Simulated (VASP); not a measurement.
NaTmI4, 6 atoms in the cell. It takes space group F-43m (No. 216, cubic). Conventional cell: a = 9.870 Å, b = 9.870 Å, c = 9.870 Å, α = 90.00°, β = 90.00°, γ = 90.00°. Within 5.4 Å of Na (site symmetry -43m) lie 12 I at 4.09 Å and 4 Tm at 4.27 Å. Within 5.4 Å of Tm (site symmetry -43m) lie 12 I at 4.09 Å and 4 Na at 4.27 Å. I (site symmetry 3m) has 6 I at 3.49 Å and 3 Na at 4.09 Å and 3 Tm at 4.09 Å within 4.6 Å. The cell was built from a structure type or drawn by symmetry, and may not be a known phase.

| Quantity | Value |
| --- | --- |
| Program | VASP 6.6.1 |
| Task | relaxation of cell and atoms |
| Functional | PBE |
| Potentials or basis | VASP PAW PBE potentials, release 64 (Na_pv, Tm_3, I), 4f in core |
| Cutoff | 500 eV |
| k mesh | 8 × 8 × 8 |
| Occupations | gaussian, width 0.1 eV |
| Spin | no spin polarisation |
| Dipole correction | no |
| Mended | yes |
| Further INCAR settings | ALGO = Normal; EDIFF = 1e-07; IBRION = 2; EDIFFG = -0.01; NSW = 100; ISIF = 3 |

Potentials or basis: VASP PAW PBE potentials, release 64 (Na_pv, Tm_3, I), 4f in core.

Run with:

```sh
$ cat potpaw_PBE.64/Na_pv/POTCAR potpaw_PBE.64/Tm_3/POTCAR potpaw_PBE.64/I/POTCAR > POTCAR
$ mpirun -np 1 vasp_std > vasp.out
```

Hardware: 1 thread of AMD EPYC 9R45 96-Core Processor (Zen 5) (shared host).

Q: How long does it take, and how much memory?

A: Run time: 12 min on 1 thread of AMD EPYC 9R45 96-Core Processor (Zen 5), with other jobs on the host, peak memory 0.5 GiB. Counts: scf iterations 67, k points 29, ion steps 6.
